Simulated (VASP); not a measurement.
A run of VASP 6.6.1:

The input INCAR:

```
PREC     = Accurate       # precision mode
ENCUT    = 500            # plane-wave cutoff, eV
EDIFF    = 1E-7           # SCF threshold, eV
ISMEAR   = 0              # smearing method
SIGMA    = 0.01           # smearing width, eV
LREAL    = F              # projectors in reciprocal space
LASPH    = T              # aspherical terms in the spheres
NELM     = 120            # most SCF steps
ALGO     = Normal         # electronic algorithm
ISIF     = 3              # what is computed and relaxed
LWAVE    = F              # write WAVECAR
LCHARG   = F              # write CHGCAR
GGA      = PS             # functional
IBRION   = 2              # ionic algorithm
NSW      = 100            # ionic steps
EDIFFG   = -0.002         # ionic threshold
PSTRESS  = 20.0         
GGA_COMPAT= F            
NELMIN   = 4
```

Contents of KPOINTS:

```
Automatic mesh
0
Gamma
  6 6 6
```

The input POSCAR:

```
TlCl
1.0
    3.7692256933      0.0000000000      0.0000000000
    0.0000000000      3.7692256933      0.0000000000
    0.0000000000      0.0000000000      3.7692256933
Tl Cl
1 1
Direct
    0.0000000000      0.0000000000      0.0000000000
    0.5000000000      0.5000000000      0.5000000000
```

Potentials or basis: VASP PAW PBE potentials, release 64 (Tl_d, Cl).

The run is started by

```sh
$ cat potpaw_PBE.64/Tl_d/POTCAR potpaw_PBE.64/Cl/POTCAR > POTCAR
$ mpirun -np 1 vasp_std > vasp.out
```

Hardware: 1 thread of Intel(R) Xeon(R) Platinum 8259CL CPU @ 2.50GHz (Skylake/Cascade Lake), on a shared host.

Estimate the wall time of this run.

Run time: 48 s on 1 thread of Intel(R) Xeon(R) Platinum 8259CL CPU @ 2.50GHz (Skylake/Cascade Lake), with other jobs on the host, peak memory 0.16 GiB. Counts: scf iterations 30, k points 20, ion steps 3.
